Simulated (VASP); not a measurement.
Write the native input for VASP 6.6.1 that does the following.

| Item | Value |
| --- | --- |
| Task | relaxation of shape and atoms at fixed volume |
| Functional | PBE |
| Potentials or basis | VASP PAW PBE potentials, release 64 (Be) |
| Cutoff | 600 eV |
| k mesh | 24 × 24 × 12 |
| Occupations | gaussian, width 0.1 eV |
| Spin | no spin polarisation |
| Dipole correction | no |
| Further INCAR settings | ALGO = Fast; EDIFF = 1e-07; IBRION = 2; EDIFFG = -0.01; NSW = 50; ISIF = 4 |

The structure of Be lies in POSCAR:

```
Be
1.0
    2.2420867728      0.0000000000      0.0000000000
   -1.1210433864      1.9417041028      0.0000000000
    0.0000000000      0.0000000000      3.5250985647
Be
2
Direct
    0.3333333333      0.6666666667      0.2500000000
    0.6666666667      0.3333333333      0.7500000000
```

These files were run (other wordings do the same):

INCAR

```
PREC = Accurate
ENCUT = 600
EDIFF = 1E-7
ISMEAR = 0
SIGMA = 0.1
LREAL = F
LASPH = T
NELM = 80
ALGO = Fast
ISIF = 4
LWAVE = F
LCHARG = F
GGA = PE
IBRION = 2
NSW = 50
EDIFFG = -0.01
```

KPOINTS

```
regular mesh
0
Gamma
  24 24 12
```

Potentials or basis: VASP PAW PBE potentials, release 64 (Be).

Launch:

```sh
$ cat potpaw_PBE.64/Be/POTCAR > POTCAR
$ mpirun -np 1 vasp_std > vasp.out
```

Results of the run:

```yaml
Energy_gained_by_relaxing: 0.0 meV/atom
Ionic_steps: 2
Pressure_after_relaxing: 4.1 GPa
Band_gap_on_the_k_mesh: zero (bands 2 and 3 overlap by 2.12 eV)
```

It took 86 s on 1 thread of Intel Xeon 8259CL, on a shared host, peak memory 0.16 GiB.
